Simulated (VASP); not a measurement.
## Mg3GeN: single point with PBE

Mg3GeN:

```
Mg Ge N
1.0
     4.30513    0.00000    0.00000
     0.00000    4.30513    0.00000
     0.00000    0.00000    5.28053
Mg Ge N
3 1 1
Cartesian
  0.0000 2.1526 2.6403
  2.1526 0.0000 2.6403
  0.0000 0.0000 0.0000
  0.0000 0.0000 2.6403
  2.1526 2.1526 2.6403
```

- Program: VASP 6.6.1
- Task: single point
- Functional: PBE
- Potentials or basis: VASP PAW PBE potentials, release 64 (Mg, Ge_d, N)
- Cutoff: 520 eV
- k mesh: 4 × 4 × 4
- Occupations: gaussian, width 0.1 eV
- Spin: no spin polarisation
- Dipole correction: no
- Further INCAR settings: ALGO = Normal; EDIFF = 1e-07; NBANDS = 20

```
Pressure : 21.6 GPa
```

Stress tensor (GPa, compression positive):
```
32.48  0.00  0.00
 0.00 32.48  0.00
 0.00  0.00 -0.22
```

Levels at points of the mesh, in eV from the Fermi level:
| k point | band 8 | band 9 | band 10 | band 11 | band 12 | band 13 | band 14 | band 15 | band 16 | band 17 |
| --- | --- | --- | --- | --- | --- | --- | --- | --- | --- | --- |
| (0.00, 0.00, 0.00) | -3.55 | -3.55 | -3.55 | -1.73 | -0.05 | 0.74 | 0.74 | 2.66 | 5.64 | 5.64 |
| (0.50, 0.00, 0.00) | -2.96 | -2.58 | -2.42 | -1.92 | -1.53 | -1.49 | -0.42 | 1.62 | 4.00 | 5.64 |
| (0.50, 0.50, 0.00) | -5.12 | -5.12 | -2.11 | -1.10 | 0.47 | 0.47 | 1.17 | 2.66 | 2.66 | 2.74 |
| (0.00, 0.00, 0.50) | -5.14 | -3.49 | -3.49 | -0.38 | 0.84 | 0.84 | 2.47 | 3.30 | 3.30 | 3.66 |
| (0.50, 0.00, 0.50) | -4.11 | -2.54 | -2.40 | -2.30 | -1.88 | -1.42 | 1.30 | 3.32 | 4.19 | 4.70 |
| (0.50, 0.50, 0.50) | -4.98 | -4.98 | -3.37 | -1.40 | 0.00 | 0.00 | 0.87 | 0.87 | 4.99 | 5.33 |

Wall time 18 s on 1 thread of Intel(R) Xeon(R) 6975P-C (Granite Rapids), with other jobs on the host, peak memory 0.21 GiB.

Caveat: the k points lie up to 0.36 Å⁻¹ apart.
